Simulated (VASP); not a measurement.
# Sn (I4/mmm) in VASP: settings compared, part 2 of 2

VASP 6.6.1. The steps go on from the part before.

## (4) Single point, PBEsol (volume scaled by 0.94)

The input, INCAR:

```
PREC = Accurate ; ENCUT = 520
EDIFF = 1E-6 ; ISMEAR = 1
SIGMA = 0.1 ; LREAL = False
LASPH = True ; NELM = 80
ALGO = Normal ; ISIF = 2
LWAVE = False ; LCHARG = True
GGA = PS ; LELF = True
LVHAR = True ; NBANDS = 13
```

The input, KPOINTS:

```
Automatic mesh
0
Gamma
  10 10 10
```

The input, POSCAR:

```
Sn
1.0
   -1.9877657590      1.9877657590      1.6268574157
    1.9877657590     -1.9877657590      1.6268574157
    1.9877657590      1.9877657590     -1.6268574157
Sn
1
Direct
    0.0000000000      0.0000000000      0.0000000000
```

Potentials or basis: VASP PAW PBE potentials, release 64 (Sn_d).

Command:

```sh
$ cat potpaw_PBE.64/Sn_d/POTCAR > POTCAR
$ mpirun -np 1 vasp_std > vasp.out
```

OUTCAR:

```text
PREC = Accurate
   ENCUT = 520
   EDIFF = 1E-6
   ISMEAR = 1
   LREAL = False
   LASPH = True
   NELM = 80
   ISIF = 2
   GGA = PS

 ion  position               nearest neighbor table
   1  0.000  0.000  0.000-

  LATTYP: Found a body centered tetragonal cell.
 ALAT       =     3.9755315180
 C/A-ratio  =     0.8184351744

  Lattice vectors:

 A1 = (  -1.9877657590,   1.9877657590,   1.6268574157)
 A2 = (   1.9877657590,  -1.9877657590,   1.6268574157)
 A3 = (   1.9877657590,   1.9877657590,  -1.6268574157)

Analysis of symmetry for initial positions (statically):
=====================================================================
 Subroutine PRICEL returns:
 Original cell was already a primitive cell.

 Routine SETGRP: Setting up the symmetry group for a
 body centered tetragonal supercell.

 Subroutine GETGRP returns: Found 16 space group operations
 (whereof 16 operations were pure point group operations)
 out of a pool of 16 trial point group operations.

The static configuration has the point symmetry D_4h.

Analysis of symmetry for dynamics (positions and initial velocities):
=====================================================================
 Subroutine PRICEL returns:
 Original cell was already a primitive cell.

 Routine SETGRP: Setting up the symmetry group for a
 body centered tetragonal supercell.

 Subroutine GETGRP returns: Found 16 space group operations
 (whereof 16 operations were pure point group operations)
 out of a pool of 16 trial point group operations.

The dynamic configuration has the point symmetry D_4h.

 Subroutine INISYM returns: Found 16 space group operations
 (whereof 16 operations are pure point group operations),
 and found     1 'primitive' translations

----------------------------------------------------------------------------------------

                                     Primitive cell

  volume of cell :      25.7122
[... 108 lines left out ...]
  volume/ion in A,a.u.               =      25.71       173.51
  Fermi-wavevector in a.u.,A,eV,Ry     =   1.336814  2.526212 24.314574  1.787071
  Thomas-Fermi vector in A             =   2.465411
   LORBIT       =      0    0 simple, 1 ext, 2 COOP (PROOUT), +10 PAW based schemes
   GGA     = PS    functional components
   LHFCALC =     F    Hartree Fock is set to
   AEXX    =    0.0000 exact exchange contribution
   IVDW    =     0    specifies the selected vdW correction
   LEPSILON=     F    determine dielectric tensor
   LRPA    =     F    only Hartree local field effects (RPA)
 non-spin polarized calculation
 Methfessel and Paxton  Order N= 1 SIGMA  =   0.10
  energy-cutoff  :      520.00
  volume of cell :       25.71
 maximum number of plane-waves:       713
   NGX = 13   NGY = 13   NGZ = 13

 number of electron      13.9999992 magnetization

 Free energy of the ion-electron system (eV)
  ---------------------------------------------------
  ext. energy  EPLUGINS =         0.00000000
  ---------------------------------------------------
  free energy    TOTEN  =        -4.23001894 eV

  energy without entropy =       -4.23009212  energy(sigma->0) =       -4.23004333

 E-fermi :   8.5571     XC(G=0): -10.7602

 val. band max:        8.5554620069   @ k =  -0.2000   0.4000   0.1000
 cond. band min:       8.6223111755   @ k =  -0.2000  -0.3000   0.2000
 fundamental gap:      0.0668491686
 Fermi energy:         8.5571309694

 k-point     1 :       0.0000    0.0000    0.0000
  band No.  band energies     occupation
      1     -12.9129      2.00000
      2     -12.8206      2.00000
      3     -12.8206      2.00000
      4     -12.8191      2.00000
      5     -12.6771      2.00000
      6      -2.9316      2.00000
      7      15.7453      0.00000
      8      15.7453      0.00000
      9      18.6133      0.00000
     10      19.2071      0.00000
     11      20.3972      0.00000
     12      21.3570      0.00000
     13      21.3570      0.00000
[... 354 lines left out ...]
  band No.  band energies     occupation
      1     -12.8817      2.00000
      2     -12.7842      2.00000
      3     -12.7509      2.00000
      4     -12.7139      2.00000
      5     -12.6880      2.00000
      6       2.4878      2.00000
      7       5.8242      2.00000
      8       7.4218      2.00000
      9      13.2251      0.00000
     10      18.0746      0.00000
     11      20.1355      0.00000
     12      25.1650      0.00000
     13      25.4952      0.00000

 [... further k-points ...]
[... 5 lines left out ...]
  --------------------------------------------------------------------------------------
  -------------------------------------------------------------------------------------
  Total        0.0980820      0.0980820      0.4166182      0.0000000      0.0000000      0.0000000
  in kB        6.1116707      6.1116707     25.9602514      0.0000000      0.0000000      0.0000000
  external PRESSURE =      12.7278642 kB  Pullay stress =       0.0000000 kB

 VOLUME and BASIS-vectors are now :
 -----------------------------------------------------------------------------
  energy-cutoff  :      520.00
  volume of cell :       25.71
      direct lattice vectors                 reciprocal lattice vectors
    -1.987765759  1.987765759  1.626857416     0.000000000  0.251538692  0.307341009
     1.987765759 -1.987765759  1.626857416     0.251538692  0.000000000  0.307341009
     1.987765759  1.987765759 -1.626857416     0.251538692  0.251538692  0.000000000

 POSITION                                       TOTAL-FORCE (eV/Angst)
 -----------------------------------------------------------------------------------
      0.00000      0.00000      0.00000        -0.000000      0.000000      0.000000
 -----------------------------------------------------------------------------------
    total drift:                               -0.000000     -0.000000      0.000000

  FREE ENERGIE OF THE ION-ELECTRON SYSTEM (eV)
  ---------------------------------------------------
  free  energy   TOTEN  =        -4.2300189415 eV

  energy  without entropy=       -4.2300921199  energy(sigma->0) =       -4.23004333
```

OSZICAR:

```text
N       E                     dE             d eps       ncg     rms          rms(c)
DAV:   1     0.790461975995E+02    0.79046E+02   -0.72649E+03  2735   0.166E+03
DAV:   2     0.113636247090E+01   -0.77910E+02   -0.75278E+02  2857   0.336E+02
DAV:   3    -0.414127184289E+01   -0.52776E+01   -0.52587E+01  3182   0.714E+01
DAV:   4    -0.424990595326E+01   -0.10863E+00   -0.10861E+00  3127   0.109E+01
DAV:   5    -0.425348357450E+01   -0.35776E-02   -0.35776E-02  3357   0.193E+00    0.153E+00
DAV:   6    -0.423587577846E+01    0.17608E-01   -0.17875E-02  3345   0.244E+00    0.821E-01
DAV:   7    -0.423035476078E+01    0.55210E-02   -0.10045E-02  3317   0.173E+00    0.126E-01
DAV:   8    -0.423001892425E+01    0.33584E-03   -0.79187E-04  3250   0.491E-01    0.213E-02
DAV:   9    -0.423001867850E+01    0.24576E-06   -0.15520E-05  3795   0.486E-02    0.129E-02
DAV:  10    -0.423001894152E+01   -0.26302E-06   -0.72226E-07  2186   0.109E-02
   1 F= -.42300189E+01 E0= -.42300433E+01  d E =0.731784E-04
```

stdout:

```text
POSCAR found type information on POSCAR Sn
 POSCAR found :  1 types and       1 ions
 scaLAPACK will be used
 -----------------------------------------------------------------------------
|                                                                             |
|                                                                             |
|     You enforced a specific xc type in the INCAR file but a different       |
|     I HOPE YOU KNOW WHAT YOU ARE DOING!                                     |
|                                                                             |
 -----------------------------------------------------------------------------

 LDA part: xc-table for (Slater+PW92), standard interpolation
 POSCAR, INCAR and KPOINTS ok, starting setup
 FFT: planning ... GRIDC
 FFT: planning ... GRID_SOFT
 FFT: planning ... GRID
 WAVECAR not read
 entering main loop
```

It took 11 s on 1 thread of AMD EPYC 9R45 (Zen 5), shared host; peak memory 0.13 GiB.

Results:

```yaml
Free_energy: -4.2300 eV
Pressure: 1.3 GPa
Band_gap_on_the_k_mesh: zero (band 7 reaches 15.75 eV, above the bottom of band 8 at 6.36 eV)
```

Caveat: the PAW data sets were made with another functional, which shifts forces and pressure a little; spin-orbit coupling is left out, which moves the levels of the heavy elements.

## (5) Single point, PBEsol (volume scaled by 0.96)

Edit INCAR of step 4 so:

```diff
@@ -3,3 +3,3 @@
 SIGMA = 0.1 ; LREAL = False
-LASPH = True ; NELM = 80
+LASPH = True ; NELM = 100
 ALGO = Normal ; ISIF = 2
```

KPOINTS is that of step 4.

The input, POSCAR:

```
Sn
1.0
   -2.0017645706      2.0017645706      1.6383145356
    2.0017645706     -2.0017645706      1.6383145356
    2.0017645706      2.0017645706     -1.6383145356
Sn
1
Direct
    0.0000000000      0.0000000000      0.0000000000
```

Command:

```sh
$ cat potpaw_PBE.64/Sn_d/POTCAR > POTCAR
$ mpirun -np 1 vasp_std > vasp.out
```

Run time: 11 s. Hardware: 1 thread of AMD EPYC 9R45 (Zen 5), shared host; peak memory 0.13 GiB.

The run converged. Its results:

| Quantity | Value |
| --- | --- |
| Free energy | -4.2323 eV |
| Pressure | 0.0 GPa |
| Band gap on the k mesh | zero (band 7 reaches 15.34 eV, above the bottom of band 8 at 6.16 eV) |

Stress tensor (GPa, compression positive):
```
-0.58  0.00  0.00
 0.00 -0.58  0.00
 0.00  0.00  1.11
```

Levels at points of the mesh, in eV from the Fermi level:
```
           k point  band 4  band 5  band 6  band 7  band 8  band 9  band 10  band 11
(0.00, 0.00, 0.00)  -21.34  -21.21  -11.31    7.07    7.07    9.82    10.55    11.71
(0.50, 0.00, 0.00)  -21.18  -21.16   -5.74   -4.32    3.22    4.48     7.44     7.56
(0.50, 0.50, 0.00)  -21.26  -21.17   -7.33   -4.86    6.06    8.08    10.75    11.20
(0.50, 0.50, 0.50)  -21.18  -21.15   -3.21   -1.61   -1.61    2.63     3.05     6.26
```

Caveat: the PAW data sets were made with another functional, which shifts forces and pressure a little; spin-orbit coupling is left out, which moves the levels of the heavy elements.

## (6) Single point, PBEsol (volume scaled by 0.98)

The input, INCAR:

```
  PREC = Accurate
  ENCUT = 520
  EDIFF = 1E-7
  ISMEAR = 1
  SIGMA = 0.1
  LREAL = F
  LASPH = T
  NELM = 60
  ALGO = Fast
  ISIF = 2
  LWAVE = F
  LCHARG = F
  GGA = PS
  NBANDS = 13
```

KPOINTS is that of step 5.

The input, POSCAR:

```
Sn
1.0
   -2.0155702798      2.0155702798      1.6496136136
    2.0155702798     -2.0155702798      1.6496136136
    2.0155702798      2.0155702798     -1.6496136136
Sn
1
Direct
    0.0000000000      0.0000000000      0.0000000000
```

Potentials or basis: VASP PAW PBE potentials, release 64 (Sn_d).

Command:

```sh
$ cat potpaw_PBE.64/Sn_d/POTCAR > POTCAR
$ mpirun -np 1 vasp_std > vasp.out
```

Run time: 16 s. Hardware: 1 thread of AMD EPYC 9R45 (Zen 5), shared host; peak memory 0.12 GiB.

The run converged. Its results:

* Free energy: -4.2306 eV
* Pressure: -1.1 GPa
* Band gap on the k mesh: zero (band 7 reaches 14.95 eV, above the bottom of band 8 at 5.97 eV)

Stress tensor (GPa, compression positive):
```
-1.53  0.00  0.00
 0.00 -1.53  0.00
 0.00  0.00 -0.14
```

Levels at points of the mesh, in eV from the Fermi level:
| k point | band 4 | band 5 | band 6 | band 7 | band 8 | band 9 | band 10 | band 11 |
| --- | --- | --- | --- | --- | --- | --- | --- | --- |
| (0.00, 0.00, 0.00) | -21.32 | -21.20 | -11.14 | 6.94 | 6.94 | 9.59 | 10.45 | 11.58 |
| (0.50, 0.00, 0.00) | -21.17 | -21.15 | -5.73 | -4.20 | 3.18 | 4.43 | 7.34 | 7.51 |
| (0.50, 0.50, 0.00) | -21.25 | -21.16 | -7.27 | -4.73 | 5.95 | 7.94 | 10.60 | 11.10 |
| (0.50, 0.50, 0.50) | -21.17 | -21.14 | -3.28 | -1.55 | -1.55 | 2.61 | 3.09 | 6.21 |

Caveat: the PAW data sets were made with another functional, which shifts forces and pressure a little; spin-orbit coupling is left out, which moves the levels of the heavy elements.

## (7) Overview

```tsv
level	cell	k mesh	smearing	gap on the mesh (eV)	pressure (GPa)
PBE	a = 3.381 Å, angles 104.5, 104.5, 119.9°, 1 atom	10 × 10 × 10	fermi-dirac 0.05 eV	none	-1.7
PBE	a = 3.316 Å, angles 104.5, 104.5, 119.9°, 1 atom	4 × 4 × 4	fermi-dirac 0.02 eV	none	0.0
PBEsol	a = 3.248 Å, angles 104.5, 104.5, 119.9°, 1 atom	10 × 10 × 10	methfessel-paxton 0.1 eV	none	1.3
PBEsol	a = 3.271 Å, angles 104.5, 104.5, 119.9°, 1 atom	10 × 10 × 10	methfessel-paxton 0.1 eV	none	0.0
PBEsol	a = 3.293 Å, angles 104.5, 104.5, 119.9°, 1 atom	10 × 10 × 10	methfessel-paxton 0.1 eV	none	-1.1
```

Alike in all rows: task single point; potentials or basis VASP PAW PBE potentials, release 64 (Sn_d); no spin polarisation; cutoff (eV) 520.

Caveats: some runs use coarse meshes; spin-orbit coupling is left out, which moves the levels of the heavy elements; the PAW data sets were made with another functional, which shifts forces and pressure a little (some runs).

Total energies depend on the potentials used, so only differences within one code and one set of settings carry meaning.
